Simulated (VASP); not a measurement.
Wanted: the native input for a VASP 6.6.1 run.

```
Task                   : single point
Functional             : PBE
Dispersion             : D4
Potentials or basis    : VASP PAW PBE potentials, release 64 (Bi_d, Te)
Cutoff                 : 520 eV
k mesh                 : 7 × 7 × 7
Occupations            : fermi-dirac, width 0.05 eV
Spin                   : no spin polarisation
Dipole correction      : no
Further INCAR settings : ALGO = Normal; EDIFF = 1e-06; NBANDS = 32
```

The structure of Bi2Te3 lies in POSCAR:

```
Bi2Te3
1.0
    2.1930000000      1.2661291403     10.1656666667
   -2.1930000000      1.2661291403     10.1656666667
    0.0000000000     -2.5322582807     10.1656666667
Bi Te
2 3
Direct
    0.6000000000      0.6000000000      0.6000000000
    0.4000000000      0.4000000000      0.4000000000
    0.7905000000      0.7905000000      0.7905000000
    0.2095000000      0.2095000000      0.2095000000
    0.0000000000      0.0000000000      0.0000000000
```

The input as run:

INCAR

```
PREC = Accurate
ENCUT = 520
EDIFF = 1E-6
ISMEAR = -1
SIGMA = 0.05
LREAL = False
LASPH = True
NELM = 80
ALGO = Normal
ISIF = 2
LWAVE = False
LCHARG = False
GGA = PE
IVDW = 13
NBANDS = 32
```

KPOINTS

```
regular mesh
0
Gamma
  7 7 7
```

Potentials or basis: VASP PAW PBE potentials, release 64 (Bi_d, Te).

The run is started by

```console
$ cat potpaw_PBE.64/Bi_d/POTCAR potpaw_PBE.64/Te/POTCAR > POTCAR
$ mpirun -np 1 vasp_std > vasp.out
```

It gave:

```
Pressure                   : -0.4 GPa
Largest force              : 0.036 eV/Å
Band gap on the k mesh     : 0.28 eV
Dispersion energy per atom : -0.491 eV
```

Caveat: spin-orbit coupling is left out, which moves the levels of the heavy elements.

Wall time 42 min on 1 thread of Intel Xeon 8259CL, with other jobs on the host, peak memory 1 GiB.
